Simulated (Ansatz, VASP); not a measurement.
## KBr: VASP beside Ansatz

Contents of INCAR:

```
  ALGO = Normal
  EDIFF = 1E-6
  ENCUT = 500
  GGA = CA
  GGA_COMPAT = F
  ISIF = 2
  ISMEAR = 0
  LASPH = T
  LCHARG = F
  LREAL = F
  LWAVE = F
  NBANDS = 15
  NELM = 120
  PREC = Accurate
  SIGMA = 0.1
```

File KPOINTS:

```
k-points
0
Gamma
  6 6 6
```

File POSCAR:

```
KBr
1.0
    0.0000000000      3.2945409700      3.2945409700
    3.2945409700      0.0000000000      3.2945409700
    3.2945409700      3.2945409700      0.0000000000
K Br
1 1
Direct
    0.0000000000      0.0000000000      0.0000000000
    0.5000000000      0.5000000000      0.5000000000
```

Input for Ansatz:

```yaml
crystal:
  lattice:
    - [0.0, 3.29454097, 3.29454097]
    - [3.29454097, 0.0, 3.29454097]
    - [3.29454097, 3.29454097, 0.0]
  atoms:
    - { symbol: K, position: [0.0, 0.0, 0.0] }
    - { symbol: Br, position: [0.5, 0.5, 0.5] }
basis:
  ecutwfc: 420
kpoints:
  mp_grid: { grid: [6, 6, 6] }
hamiltonian:
  xc: lda
scf:
  occupations: { method: gaussian, width: 0.1 }
output:
  forces: true
  stress: true
  eigenvalues: true
```

Alike in both runs: task single point; functional LDA; k mesh 6 × 6 × 6; occupations gaussian, width 0.1 eV; no spin polarisation.

|  | VASP | Ansatz |
| --- | --- | --- |
| version | VASP 6.6.1 | Ansatz 0.2.0 |
| potentials or method | VASP PAW LDA potentials, release 64 (K_sv, Br), cutoff 500 eV | scalar-relativistic, plane waves, PAW |
| valence electrons in the cell | 16 | 16 |

```csv
,VASP,Ansatz,Ansatz less VASP
gap on the k mesh at the Fermi level (eV),4.05,4.04,-0.008
least direct gap on the mesh (eV),4.05,4.04,-0.008
pressure (GPa),-1.5,-1.6,-0.04
```

LDA's correlation is that of Perdew and Zunger in VASP and of Perdew and Wang (1992) in Ansatz.
